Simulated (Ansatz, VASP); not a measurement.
**SnO: VASP beside Ansatz**

```
Sn O
1.0
     3.97053    0.00000    0.00000
     0.00000    3.97053    0.00000
     0.00000    0.00000    5.06794
Sn O
2 2
Cartesian
  -0.0855 1.9853 1.1590
  2.0708 0.0000 3.9089
  0.0091 0.0000 0.0000
  1.9762 1.9853 0.0000
```

Change from the starting cell: mode 4 frozen in at -0.083 Å, equal normal strain along x and y +0.0267.

Alike in both runs: task single point; functional PBE; k mesh 10 × 10 × 8; occupations gaussian, width 0.05 eV; no spin polarisation.

|  | VASP | Ansatz |
| --- | --- | --- |
| version | VASP 6.6.1 | Ansatz 0.2.0 |
| potentials or method | VASP PAW PBE potentials, release 64 (Sn_d, O), cutoff 520 eV | scalar-relativistic, plane waves, PAW |
| valence electrons in the cell | 40 | 40 |

|  | VASP | Ansatz | Ansatz less VASP |
| --- | --- | --- | --- |
| gap on the k mesh at the Fermi level (eV) | 0.75 | 0.74 | -0.005 |
| least direct gap on the mesh (eV) | 1.86 | 1.89 | +0.027 |
| pressure (GPa) | -3.7 | -3.9 | -0.18 |
| traceless stress, the component that is largest in VASP (GPa) | 1.68 | 1.68 | -0.001 |
| rms of the force components (eV/Å) | 0.208 | 0.228 | +0.0206 |

Atom by atom the forces differ by 0.030 eV/Å (rms over components). With one functional, cell and mesh, what is left measures potentials, basis and numerics.
